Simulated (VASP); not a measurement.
Write the native input for VASP 6.6.1 that does the following.

```yaml
Task: single point
Functional: PBE
Potentials_or_basis: VASP PAW PBE potentials, release 64 (Tm)
Cutoff: 520 eV
k_mesh: 15 × 15 × 15
Occupations: fermi-dirac, width 0.05 eV
Spin: collinear spin, ferromagnetic start
Starting_moments: "[2.0] μB"
Dipole_correction: no
Further_INCAR_settings: ALGO = Normal; EDIFF = 1e-06; NBANDS = 22
```

The structure of Tm lies in POSCAR:

```
Tm
1.0
    0.0000000000      2.5973510668      2.5973510668
    2.5973510668      0.0000000000      2.5973510668
    2.5973510668      2.5973510668      0.0000000000
Tm
1
Direct
    0.0000000000      0.0000000000      0.0000000000
```

This isn't the form of Tm at room conditions, which is hcp.

The input as run:

INCAR

```
SYSTEM = Tm
ALGO = Normal
EDIFF = 1E-6
ENCUT = 520
GGA = PE
ISIF = 2
ISMEAR = -1
ISPIN = 2
LASPH = .TRUE.
LCHARG = .FALSE.
LMAXMIX = 6
LORBIT = 11
LREAL = .FALSE.
LWAVE = .FALSE.
MAGMOM = 2
NBANDS = 22
NELM = 150
PREC = Accurate
SIGMA = 0.05
```

KPOINTS

```
k-points
0
G
  15 15 15
  0 0 0
```

Potentials or basis: VASP PAW PBE potentials, release 64 (Tm).

Run with:

```console
$ cat potpaw_PBE.64/Tm/POTCAR > POTCAR
$ mpirun -np 1 vasp_std > vasp.out
```

Results of the run:

* Pressure: -0.1 GPa
* Band gap on the k mesh: zero (filled and empty bands overlap)
* Net moment: 1.01 μB per cell
* Site moments: Tm +1.17 μB
* Valence electrons inside the program's atomic spheres: Tm 21.00

Caveat: the magnetic or orbital state may not be the lowest; spin-orbit coupling is left out, which moves the levels of the heavy elements; semilocal functionals describe open f shells poorly, which spoils levels, moments and volumes.

Run time: 9 min on 1 thread of AMD EPYC 7R43 64-Core Processor (Zen 3), on a shared host, peak memory 0.25 GiB.
